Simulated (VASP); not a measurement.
# In4TeS (Cmmm) in VASP: further runs

Runs on In4TeS. Level: PBE. Tasks: single point, relaxation of cell and atoms.

Program: VASP 6.6.1. These are calculated values, not measurements. Logs are shortened: lines on timing, memory, paths and dates and some standing lists are left out, and cuts for length are marked.

## (1) The cell of the first run

Symmetry: Cmmm, No. 65, orthorhombic system. Conventional cell: a = 9.354 Å, b = 9.435 Å, c = 4.186 Å, α = 90.00°, β = 90.00°, γ = 90.00°. Within 3.7 Å of In (site symmetry m2m) lie 1 Te at 2.79 Å and 2 S at 2.84 Å. Within 3.7 Å of In (site symmetry 2mm) lie 2 Te at 2.76 Å and 1 S at 2.87 Å and 1 In at 3.61 Å. Within 3.6 Å of Te (site symmetry mmm) lie 6 In at 2.76 to 2.79 Å. S (site symmetry mmm) has 6 In at 2.84 to 2.87 Å within 3.7 Å.

The cell was generated, and may not be a known phase.

## (2) Single point, PBE

INCAR

```
PREC = Accurate
ENCUT = 520
EDIFF = 1E-6
ISMEAR = 0
SIGMA = 0.1
LREAL = False
LASPH = True
NELM = 80
ALGO = Normal
ISIF = 2
LWAVE = False
LCHARG = False
GGA = PE
NBANDS = 41
```

KPOINTS

```
regular mesh
0
Gamma
  4 4 4
```

POSCAR

```
In4TeS
1.0
    4.6768800300     -4.7173003600      0.0000000000
    4.6768800300      4.7173003600      0.0000000000
    0.0000000000      0.0000000000      4.1856244400
In Te S
4 1 1
Direct
    0.7958980100      0.2041019900      0.5000000000
    0.3072359900      0.3072359900      0.0000000000
    0.6927640100      0.6927640100      0.0000000000
    0.2041019900      0.7958980100      0.5000000000
    0.5000000000      0.5000000000      0.5000000000
    0.0000000000      0.0000000000      0.0000000000
```

Potentials or basis: VASP PAW PBE potentials, release 64 (In_d, Te, S).

Run with:

```console
$ cat potpaw_PBE.64/In_d/POTCAR potpaw_PBE.64/Te/POTCAR potpaw_PBE.64/S/POTCAR > POTCAR
$ mpirun -np 1 vasp_std > vasp.out
```

OUTCAR:

```text
PREC = Accurate
   ENCUT = 520
   EDIFF = 1E-6
   ISMEAR = 0
   LREAL = False
   LASPH = True
   NELM = 80
   ISIF = 2
   GGA = PE

 ion  position               nearest neighbor table
   1  0.796  0.204  0.500-   5 2.79   6 2.84   6 2.84   4 3.85   2 3.93   2 3.93   3 3.93   3 3.93

   2  0.307  0.307  0.000-   5 2.76   5 2.76   6 2.87   3 3.61   4 3.93   1 3.93   4 3.93   1 3.93

   3  0.693  0.693  0.000-   5 2.76   5 2.76   6 2.87   2 3.61   4 3.93   1 3.93   4 3.93   1 3.93

   4  0.204  0.796  0.500-   5 2.79   6 2.84   6 2.84   1 3.85   3 3.93   2 3.93   3 3.93   2 3.93

   5  0.500  0.500  0.500-   2 2.76   3 2.76   2 2.76   3 2.76   1 2.79   4 2.79
   6  0.000  0.000  0.000-   1 2.84   4 2.84   1 2.84   4 2.84   3 2.87   2 2.87

  LATTYP: Found a base centered orthorhombic cell.
 ALAT       =     9.3537600600
 B/A-ratio  =     1.0086425843
 C/A-ratio  =     0.4474804157

  Lattice vectors:

 A1 = (   4.6768800300,  -4.7173003600,   0.0000000000)
 A2 = (   4.6768800300,   4.7173003600,   0.0000000000)
 A3 = (   0.0000000000,   0.0000000000,   4.1856244400)

Analysis of symmetry for initial positions (statically):
=====================================================================
 Subroutine PRICEL returns:
 Original cell was already a primitive cell.

 Routine SETGRP: Setting up the symmetry group for a
 base centered orthorhombic supercell.

 Subroutine GETGRP returns: Found  8 space group operations
 (whereof  8 operations were pure point group operations)
 out of a pool of  8 trial point group operations.

The static configuration has the point symmetry D_2h.

Analysis of symmetry for dynamics (positions and initial velocities):
=====================================================================
 Subroutine PRICEL returns:
 Original cell was already a primitive cell.

 Routine SETGRP: Setting up the symmetry group for a
 base centered orthorhombic supercell.

 Subroutine GETGRP returns: Found  8 space group operations
 (whereof  8 operations were pure point group operations)
 out of a pool of  8 trial point group operations.

The dynamic configuration has the point symmetry D_2h.

 Subroutine INISYM returns: Found  8 space group operations
 (whereof  8 operations are pure point group operations),
 and found     1 'primitive' translations

----------------------------------------------------------------------------------------

                                     Primitive cell

  volume of cell :     184.6886

  direct lattice vectors                    reciprocal lattice vectors
     4.676880030 -4.717300360  0.000000000     0.106908879 -0.105992827  0.000000000
     4.676880030  4.717300360  0.000000000     0.106908879  0.105992827  0.000000000
     0.000000000  0.000000000  4.185624440     0.000000000  0.000000000  0.238912978

  length of vectors
     6.642750146  6.642750146  4.185624440     0.150545633  0.150545633  0.238912978

  position of ions in fractional coordinates (direct lattice)
     0.795898010  0.204101990  0.500000000
     0.307235990  0.307235990  0.000000000
     0.692764010  0.692764010  0.000000000
     0.204101990  0.795898010  0.500000000
     0.500000000  0.500000000  0.500000000
     0.000000000  0.000000000  0.000000000

  ion indices of the primitive-cell ions
   primitive index   ion index
                 1           1
                 2           2
                 3           3
                 4           4
                 5           5
                 6           6

----------------------------------------------------------------------------------------

 KPOINTS: regular mesh

Automatic generation of k-mesh.
 Grid dimensions read from file:
 generate k-points for:    4    4    4

 Generating k-lattice:

  Cartesian coordinates                     Fractional coordinates (reciprocal lattice)
     0.026727220 -0.026498207  0.000000000     0.250000000  0.000000000  0.000000000
     0.026727220  0.026498207  0.000000000     0.000000000  0.250000000  0.000000000
[... 52 lines left out ...]

 E-fermi :   5.6415     XC(G=0):  -9.0536

 val. band max:        5.6371850562   @ k =   0.2500   0.2500   0.0000
 cond. band min:       5.6773024241   @ k =   0.2500   0.0000   0.5000
 fundamental gap:      0.0401173679
 Fermi energy:         5.6415477542

 k-point     1 :       0.0000    0.0000    0.0000
  band No.  band energies     occupation
      1      -9.4923      2.00000
      2      -9.2683      2.00000
      3      -9.2481      2.00000
      4      -9.1650      2.00000
      5      -9.1493      2.00000
      6      -9.1230      2.00000
[... 33 lines left out ...]
     40      10.6305      0.00000
     41      10.9107      0.00000

 k-point     2 :       0.2500    0.0000    0.0000
  band No.  band energies     occupation
      1      -9.4710      2.00000
      2      -9.2650      2.00000
      3      -9.2359      2.00000
      4      -9.1665      2.00000
      5      -9.1491      2.00000
      6      -9.1336      2.00000
[... 33 lines left out ...]
     40      10.0965      0.00000
     41      10.3007      0.00000

 k-point     3 :       0.5000    0.0000    0.0000
  band No.  band energies     occupation
      1      -9.4464      2.00000
      2      -9.2615      2.00000
      3      -9.2045      2.00000
      4      -9.1899      2.00000
      5      -9.1589      2.00000
      6      -9.1490      2.00000
[... 33 lines left out ...]
     40       9.7809      0.00000
     41       9.8782      0.00000

 k-point     4 :       0.2500    0.2500    0.0000
  band No.  band energies     occupation
      1      -9.4658      2.00000
      2      -9.2621      2.00000
      3      -9.1953      2.00000
      4      -9.1880      2.00000
      5      -9.1487      2.00000
      6      -9.1471      2.00000
[... 693 lines left out ...]
     40       9.9762      0.00000
     41      10.1209      0.00000

 k-point    20 :      -0.2500    0.2500    0.5000
  band No.  band energies     occupation
      1      -9.6560      2.00000
      2      -9.3142      2.00000
      3      -9.2106      2.00000
      4      -9.1298      2.00000
      5      -9.1282      2.00000
      6      -9.1043      2.00000
[... 33 lines left out ...]
     40       9.5225      0.00000
     41      10.2966      0.00000

 k-point    21 :       0.5000    0.5000    0.5000
  band No.  band energies     occupation
      1      -9.6672      2.00000
      2      -9.3247      2.00000
      3      -9.2172      2.00000
      4      -9.1245      2.00000
      5      -9.1168      2.00000
      6      -9.1080      2.00000
[... 33 lines left out ...]
     40      10.8417      0.00000
     41      10.9037      0.00000

------------------------ aborting loop because EDIFF is reached ----------------------------------------

  FORCE on cell =-STRESS in cart. coord.  units (eV):
  Direction    XX          YY          ZZ          XY          YZ          ZX
  --------------------------------------------------------------------------------------
  -------------------------------------------------------------------------------------
  Total        7.1718080      8.5548652     10.0490082     -0.0000000      0.0000000      0.0000000
  in kB       62.2155896     74.2136416     87.1753645     -0.0000000      0.0000000      0.0000000
  external PRESSURE =      74.5348652 kB  Pullay stress =       0.0000000 kB

 VOLUME and BASIS-vectors are now :
 -----------------------------------------------------------------------------
  energy-cutoff  :      520.00
  volume of cell :      184.69
      direct lattice vectors                 reciprocal lattice vectors
     4.676880030 -4.717300360  0.000000000     0.106908879 -0.105992827  0.000000000
     4.676880030  4.717300360  0.000000000     0.106908879  0.105992827  0.000000000
     0.000000000  0.000000000  4.185624440     0.000000000  0.000000000  0.238912978

 POSITION                                       TOTAL-FORCE (eV/Angst)
 -----------------------------------------------------------------------------------
      4.67688     -2.79168      2.09281        -0.000000     -1.484493      0.000000
      2.87381      0.00000      0.00000        -2.306993     -0.000000     -0.000000
      6.47995      0.00000      0.00000         2.306993     -0.000000      0.000000
      4.67688      2.79168      2.09281        -0.000000      1.484493     -0.000000
      4.67688      0.00000      2.09281        -0.000000     -0.000000      0.000000
      0.00000      0.00000      0.00000        -0.000000     -0.000000      0.000000
 -----------------------------------------------------------------------------------
    total drift:                               -0.000000     -0.000000     -0.000000

  FREE ENERGIE OF THE ION-ELECTRON SYSTEM (eV)
  ---------------------------------------------------
  free  energy   TOTEN  =       -15.3797043547 eV

  energy  without entropy=      -15.3578128761  energy(sigma->0) =      -15.36875862
```

Run time: 74 s. Hardware: 1 thread of Intel Xeon 6975P-C (Granite Rapids), shared host; peak memory 0.33 GiB.

Results:

* Free energy: -15.3797 eV
* Pressure: 7.5 GPa
* Largest force: 2.307 eV/Å
* Band gap on the k mesh: zero (bands 32 and 33 overlap by 1.31 eV)

Forces in eV/Å, atoms in the order of the input:
```
In   0.000 -1.484  0.000
In  -2.307  0.000  0.000
In   2.307  0.000  0.000
In   0.000  1.484  0.000
Te   0.000  0.000  0.000
S    0.000  0.000  0.000
```

Levels at points of the mesh, in eV from the Fermi level:
```tsv
k point	band 30	band 31	band 32	band 33	band 34	band 35
(0.00, 0.00, 0.00)	-2.65	-1.88	0.81	1.19	1.63	1.75
(0.50, 0.00, 0.00)	-1.62	-1.00	-0.05	-0.01	0.40	1.93
(0.50, 0.50, 0.00)	-2.94	0.81	0.88	0.89	1.31	1.75
(0.00, 0.00, 0.50)	-1.37	-1.29	-1.09	0.24	0.31	0.48
(0.50, 0.00, 0.50)	-3.57	-0.93	-0.32	1.09	1.28	2.04
(0.50, 0.50, 0.50)	-1.27	-1.00	-0.70	-0.18	0.82	1.47
```

Caveat: the k points lie up to 0.38 Å⁻¹ apart, too coarse for converged energies and pressures of a metal; spin-orbit coupling is left out, which moves the levels of the heavy elements; forces of over 1 eV/Å act on the atoms, so gaps and moduli don't describe the material at rest.

## (3) Single point, PBE

This run uses another cell than the first one, of 39.70 Å³/atom.

INCAR

```
ALGO = Normal
EDIFF = 1E-6
ENCUT = 520
GGA = PE
ISIF = 2
ISMEAR = 0
LASPH = True
LCHARG = True
LELF = True
LREAL = False
LVHAR = True
LWAVE = False
NBANDS = 41
NELM = 100
PREC = Accurate
SIGMA = 0.1
```

KPOINTS

```
k-points
0
Gamma
  4 4 4
```

POSCAR

```
In4TeS
1.0
    5.0071290842     -5.1951938333      0.0000000000
    5.0071290842      5.1951938333      0.0000000000
    0.0000000000      0.0000000000      4.5783846558
In Te S
4 1 1
Direct
    0.8219386483      0.1780613517      0.5000000000
    0.2840100474      0.2840100474      0.0000000000
    0.7159899526      0.7159899526      0.0000000000
    0.1780613517      0.8219386483      0.5000000000
    0.5000000000      0.5000000000      0.5000000000
    0.0000000000      0.0000000000      0.0000000000
```

Potentials or basis: VASP PAW PBE potentials, release 64 (In_d, Te, S).

Run with:

```console
$ cat potpaw_PBE.64/In_d/POTCAR potpaw_PBE.64/Te/POTCAR potpaw_PBE.64/S/POTCAR > POTCAR
$ mpirun -np 1 vasp_std > vasp.out
```

Run time: 2.2 min. Hardware: 1 thread of Intel Xeon 6975P-C (Granite Rapids), shared host; peak memory 0.41 GiB.

Results (log left out):

```yaml
Free_energy: -17.0240 eV
Pressure: 0.0 GPa
Largest_force: 0.033 eV/Å
Band_gap_on_the_k_mesh: zero (bands 32 and 33 overlap by 1.34 eV)
```

Forces on the atoms (eV/Å):
```
In   0.000  0.020  0.000
In   0.033  0.000  0.000
In  -0.033  0.000  0.000
In   0.000 -0.020  0.000
Te   0.000  0.000  0.000
S    0.000  0.000  0.000
```

Stress tensor (GPa, compression positive):
```
 0.09  0.00  0.00
 0.00  0.21  0.00
 0.00  0.00 -0.16
```

Levels at points of the mesh, in eV from the Fermi level:
| k point | band 30 | band 31 | band 32 | band 33 | band 34 | band 35 |
| --- | --- | --- | --- | --- | --- | --- |
| (0.00, 0.00, 0.00) | -1.81 | -1.00 | 0.19 | 0.79 | 1.02 | 1.93 |
| (0.50, 0.00, 0.00) | -1.64 | -0.99 | -0.33 | 0.43 | 0.57 | 2.36 |
| (0.50, 0.50, 0.00) | -1.87 | 0.19 | 0.80 | 1.07 | 1.37 | 1.38 |
| (0.00, 0.00, 0.50) | -1.39 | -1.36 | -1.15 | 0.78 | 0.85 | 0.89 |
| (0.50, 0.00, 0.50) | -2.88 | -0.30 | 0.22 | 0.38 | 0.74 | 1.87 |
| (0.50, 0.50, 0.50) | -1.22 | -1.16 | -1.08 | 0.59 | 0.66 | 1.44 |

Caveat: spin-orbit coupling is left out, which moves the levels of the heavy elements.

## (4) Relaxation of cell and atoms, PBE

INCAR

```
PREC = Accurate ; ENCUT = 600
EDIFF = 1E-7 ; ISMEAR = 0
SIGMA = 0.1 ; LREAL = F
LASPH = T ; NELM = 80
ALGO = Normal ; ISIF = 3
LWAVE = F ; LCHARG = F
GGA = PE ; IBRION = 2
NSW = 90 ; EDIFFG = -0.04
```

KPOINTS

```
Automatic mesh
0
Gamma
  4 4 4
```

POSCAR

```
In4TeS
1.0
    4.6768800300     -4.7173003600      0.0000000000
    4.6768800300      4.7173003600      0.0000000000
    0.0000000000      0.0000000000      4.1856244400
In Te S
4 1 1
Direct
    0.7958980100      0.2041019900      0.5000000000
    0.3072359900      0.3072359900      0.0000000000
    0.6927640100      0.6927640100      0.0000000000
    0.2041019900      0.7958980100      0.5000000000
    0.5000000000      0.5000000000      0.5000000000
    0.0000000000      0.0000000000      0.0000000000
```

Run with:

```console
$ cat potpaw_PBE.64/In_d/POTCAR potpaw_PBE.64/Te/POTCAR potpaw_PBE.64/S/POTCAR > POTCAR
$ mpirun -np 1 vasp_std > vasp.out
```

It took 22 min on 1 thread of Intel Xeon 6975P-C (Granite Rapids), shared host; peak memory 0.42 GiB.

It converged, with:

```yaml
Free_energy: -17.0225 eV
Relaxed_volume: 40.46 Å³/atom
Relaxed_cell: a = 7.382 Å, b = 7.382 Å, c = 4.462 Å, α = 90.00°, β = 90.00°, γ = 93.10°
Space_group_after_relaxing_to_0.1_Å: Cmmm (No. 65)
Energy_gained_by_relaxing: 273.7 meV/atom
Ionic_steps: 14
Pressure_after_relaxing: 0.0 GPa
Largest_force_after_relaxing: 0.017 eV/Å
Band_gap_on_the_k_mesh: zero (bands 32 and 33 overlap by 1.27 eV)
```

Forces on the atoms (eV/Å):
```
In   0.000  0.017  0.000
In   0.006  0.000  0.000
In  -0.006  0.000  0.000
In   0.000 -0.017  0.000
Te   0.000  0.000  0.000
S    0.000  0.000  0.000
```

Step by step:
```csv
step,energy change (eV),largest force (eV/Å),pressure (GPa),volume (Å³)
1,0.0000,2.3080,7.49,184.69
2,-1.3822,0.7537,0.89,225.88
3,-1.4756,0.6388,0.07,237.44
4,-1.4535,0.4215,-1.16,261.71
5,-1.4981,0.5421,-0.55,247.26
6,-1.4981,0.5544,-0.48,245.89
7,-1.5627,0.4197,-0.33,242.67
8,-1.6252,0.1532,0.09,236.53
9,-1.6279,0.0790,0.25,234.88
10,-1.6332,0.0624,0.09,237.78
11,-1.6352,0.0695,-0.06,240.78
12,-1.6375,0.0569,-0.03,240.87
13,-1.6411,0.0258,0.06,241.12
14,-1.6424,0.0169,-0.05,242.79
```

Final structure:
```xyz
6
Lattice="5.0765 -5.3593 0.0000 5.0765 5.3593 0.0000 0.0000 0.0000 4.4620" Properties=species:S:1:pos:R:3 pbc="T T T"
In    5.0765   -3.4542    2.2310
In    2.8987    0.0000    0.0000
In    7.2543    0.0000    0.0000
In    5.0765    3.4542    2.2310
Te    5.0765    0.0000    2.2310
S     0.0000    0.0000    0.0000
```

Levels at points of the mesh, in eV from the Fermi level:
```
           k point  band 28  band 29  band 30  band 31  band 32  band 33  band 34  band 35  band 36  band 37
(0.00, 0.00, 0.00)    -2.89    -2.86    -1.64    -0.96     0.09     0.89     1.06     2.07     2.41     2.76
(0.50, 0.00, 0.00)    -1.95    -1.71    -1.60    -1.00    -0.30     0.40     0.57     2.24     2.37     2.97
(0.50, 0.50, 0.00)    -2.84    -2.68    -1.69     0.08     0.79     1.17     1.20     1.47     1.60     1.99
(0.00, 0.00, 0.50)    -2.98    -1.81    -1.44    -1.42    -1.16     0.91     0.94     0.95     1.22     1.31
(0.50, 0.00, 0.50)    -3.36    -2.96    -2.83    -0.23     0.21     0.26     0.68     1.87     1.92     2.29
(0.50, 0.50, 0.50)    -3.16    -1.81    -1.28    -1.22    -1.10     0.65     0.69     1.35     1.61     2.38
```

Caveat: the k points lie up to 0.35 Å⁻¹ apart in the final cell, too coarse for converged energies and pressures of a metal; the volume moved by over 15 % at a fixed basis, so the end points are rough; spin-orbit coupling is left out, which moves the levels of the heavy elements.

## (5) Single point, PBE

This run uses another cell than the first one, of 41.60 Å³/atom.

INCAR

```
PREC = Accurate
ENCUT = 520
EDIFF = 1E-7
ISMEAR = 0
SIGMA = 0.1
LREAL = F
LASPH = T
NELM = 80
ALGO = Normal
ISIF = 2
LWAVE = F
LCHARG = T
GGA = PE
LELF = T
LVHAR = T
NBANDS = 41
```

KPOINTS

```
Automatic mesh
0
Gamma
  6 6 8
```

POSCAR

```
In4TeS
1.0
    5.0010015559     -5.8906308040      0.0000000000
    5.0010015559      5.8906308040      0.0000000000
    0.0000000000      0.0000000000      4.2366958246
In Te S
4 1 1
Direct
    0.8278542923      0.1721457077      0.5000000000
    0.2817123213      0.2817123213      0.0000000000
    0.7182876787      0.7182876787      0.0000000000
    0.1721457077      0.8278542923      0.5000000000
    0.5000000000      0.5000000000      0.5000000000
    0.0000000000      0.0000000000      0.0000000000
```

Run with:

```console
$ cat potpaw_PBE.64/In_d/POTCAR potpaw_PBE.64/Te/POTCAR potpaw_PBE.64/S/POTCAR > POTCAR
$ mpirun -np 1 vasp_std > vasp.out
```

Run time: 7.9 min. Hardware: 1 thread of Intel Xeon 6975P-C (Granite Rapids), shared host; peak memory 0.7 GiB.

It converged, with:

```
Free energy            : -17.0811 eV
Pressure               : 0.0 GPa
Band gap on the k mesh : zero (bands 32 and 33 overlap by 1.04 eV)
```

Forces on the atoms (eV/Å):
```
In   0.000  0.002  0.000
In   0.000  0.000  0.000
In   0.000  0.000  0.000
In   0.000 -0.002  0.000
Te   0.000  0.000  0.000
S    0.000  0.000  0.000
```

Levels at points of the mesh, in eV from the Fermi level:
```tsv
k point	band 30	band 31	band 32	band 33	band 34	band 35
(0.00, 0.00, 0.00)	-1.41	-1.03	-0.54	0.95	1.28	2.38
(0.50, 0.00, 0.00)	-1.46	-1.25	-0.29	0.18	0.58	1.85
(0.50, 0.50, 0.00)	-1.43	-0.60	0.47	0.67	1.27	1.73
(0.00, 0.00, 0.50)	-1.70	-1.56	-1.15	0.82	1.00	1.01
(0.50, 0.00, 0.50)	-2.44	-0.52	-0.32	0.25	0.86	1.78
(0.50, 0.50, 0.50)	-1.47	-1.43	-1.12	0.65	0.73	1.11
```

Caveat: spin-orbit coupling is left out, which moves the levels of the heavy elements.

## (6) Overview

| task | cell | k mesh | cutoff (eV) | gap on the mesh (eV) | pressure (GPa) | largest force (eV/Å) |
| --- | --- | --- | --- | --- | --- | --- |
| single point | a = 6.643, b = 6.643, c = 4.186 Å, angles 90.0, 90.0, 90.5°, 6 atoms, atomic positions A | 4 × 4 × 4 | 520 | none | 7.5 | 2.31 |
| single point | a = 7.215, b = 7.215, c = 4.578 Å, angles 90.0, 90.0, 92.1°, 6 atoms, atomic positions B | 4 × 4 × 4 | 520 | none | 0.0 | 0.03 |
| relaxation of cell and atoms | relaxed from a = 6.643, b = 6.643, c = 4.186 Å, angles 90.0, 90.0, 90.5°, 6 atoms, atomic positions A | 4 × 4 × 4 | 600 | none | 0.0 | 0.02 |
| single point | a = 7.727, b = 7.727, c = 4.237 Å, angles 90.0, 90.0, 99.3°, 6 atoms, atomic positions C | 6 × 6 × 8 | 520 | none | 0.0 | - |

Alike in all rows: level PBE; potentials or basis VASP PAW PBE potentials, release 64 (In_d, Te, S); no spin polarisation; smearing gaussian 0.1 eV.

Caveats: some runs use coarse meshes; spin-orbit coupling is left out, which moves the levels of the heavy elements; forces of over 1 eV/Å act on the atoms, so gaps and moduli don't describe the material at rest (at least some runs); the volume moved by over 15 % at a fixed basis, so the end points are rough (at least some runs).

Absolute energies hang on the potentials; compare differences alone.

The gap in the log of VASP goes by the Fermi energy; the results here count the filled bands.